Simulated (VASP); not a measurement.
Wanted: the native input for a VASP 6.6.1 run.

```yaml
Task: single point
Functional: r2SCAN
Potentials_or_basis: VASP PAW PBE potentials, release 64 (Cu, Al)
Cutoff: 520 eV
k_mesh: 9 × 9 × 9
Occupations: fermi-dirac, width 0.05 eV
Spin: no spin polarisation
Dipole_correction: no
Further_INCAR_settings: ALGO = Normal; EDIFF = 1e-06; NBANDS = 16
```

The system is Al2Cu.

```
CELL_PARAMETERS angstrom
-2.07016 2.07016 2.90701
2.07016 -2.07016 2.90701
2.07016 2.07016 -2.90701
ATOMIC_POSITIONS crystal
Cu 0.50000 0.50000 0.00000
Al 0.25000 0.75000 0.50000
Al 0.75000 0.25000 0.50000
```

One way to write it, as run:

POSCAR

```
Al2Cu
1.0
   -2.0701581488      2.0701581488      2.9070120003
    2.0701581488     -2.0701581488      2.9070120003
    2.0701581488      2.0701581488     -2.9070120003
Cu Al
1 2
Direct
    0.5000000000      0.5000000000      0.0000000000
    0.2500000000      0.7500000000      0.5000000000
    0.7500000000      0.2500000000      0.5000000000
```

INCAR.step1

```
SYSTEM = Al2Cu
PREC = Accurate
ENCUT = 520
ISMEAR = -1
SIGMA = 0.05
LREAL = .FALSE.
LASPH = .TRUE.
NELM = 100
NBANDS = 16
GGA = PE
ALGO = Normal
EDIFF = 1E-4
LWAVE = .TRUE.
LCHARG = .FALSE.
```

INCAR.step2

```
SYSTEM = Al2Cu
PREC = Accurate
ENCUT = 520
EDIFF = 1E-6
ISMEAR = -1
SIGMA = 0.05
LREAL = .FALSE.
LASPH = .TRUE.
NELM = 100
ALGO = Normal
ISIF = 2
LWAVE = .FALSE.
LCHARG = .TRUE.
METAGGA = R2SCAN
LMIXTAU = .TRUE.
LELF = .TRUE.
LVHAR = .TRUE.
NBANDS = 16
ISTART = 1
```

KPOINTS

```
Automatic mesh
0
G
  9 9 9
  0 0 0
```

Potentials or basis: VASP PAW PBE potentials, release 64 (Cu, Al).

Command:

```console
$ cat potpaw_PBE.64/Cu/POTCAR potpaw_PBE.64/Al/POTCAR > POTCAR
$ cp INCAR.step1 INCAR
$ mpirun -np 1 vasp_std > vasp.out
$ cp INCAR.step2 INCAR
$ mpirun -np 1 vasp_std > vasp.out
```

It gave:

```json
{
  "Pressure": "-5.3 GPa"
}
```

Caveat: the PAW data sets were made with another functional, which shifts forces and pressure a little.

Run time: 2.1 min on 1 thread of AMD EPYC 9R45 96-Core Processor (Zen 5), with other jobs on the host, peak memory 0.19 GiB.
